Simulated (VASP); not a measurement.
A run of VASP 6.6.1 is set up as follows.

File INCAR:

```
SYSTEM = BeS
PREC     = Accurate       ! precision mode
ENCUT    = 520            ! plane-wave cutoff, eV
EDIFF    = 1E-6           ! SCF threshold, eV
ISMEAR   = 0              ! smearing method
SIGMA    = 0.05           ! smearing width, eV
LREAL    = .False.        ! projectors in reciprocal space
LASPH    = .True.         ! aspherical terms in the spheres
NELM     = 100            ! most SCF steps
ALGO     = Normal         ! electronic algorithm
ISIF     = 2              ! what is computed and relaxed
LWAVE    = .False.        ! write WAVECAR
LCHARG   = .False.        ! write CHGCAR
GGA      = PS             ! functional
NBANDS   = 11             ! bands
```

The input KPOINTS:

```
Automatic mesh
0
Gamma
  10 10 10
  0 0 0
```

File POSCAR:

```
BeS
1.0
    0.0000000000      2.4675582690      2.5074263479
    2.5074263479      0.0000000000      2.5074263479
    2.5074263479      2.4675582690      0.0000000000
Be S
1 1
Direct
    0.0000000000      0.0000000000      0.0000000000
    0.7500000000      0.7500000000      0.7500000000
```

Potentials or basis: VASP PAW PBE potentials, release 64 (Be, S).

The run is started by

```sh
$ cat potpaw_PBE.64/Be/POTCAR potpaw_PBE.64/S/POTCAR > POTCAR
$ mpirun -np 1 vasp_std > vasp.out
```

Question: Estimate the pressure.

Answer: -7.4 GPa.

Question: Estimate the band gap on the k mesh.

Answer: 2.98 eV, indirect (least direct gap 4.97 eV).

Stress tensor (GPa, compression positive):
```
-7.83  0.00  0.00
 0.00 -6.43  0.00
 0.00  0.00 -7.83
```

Caveat: the PAW data sets were made with another functional, which shifts forces and pressure a little. A k mesh can miss the band edges.
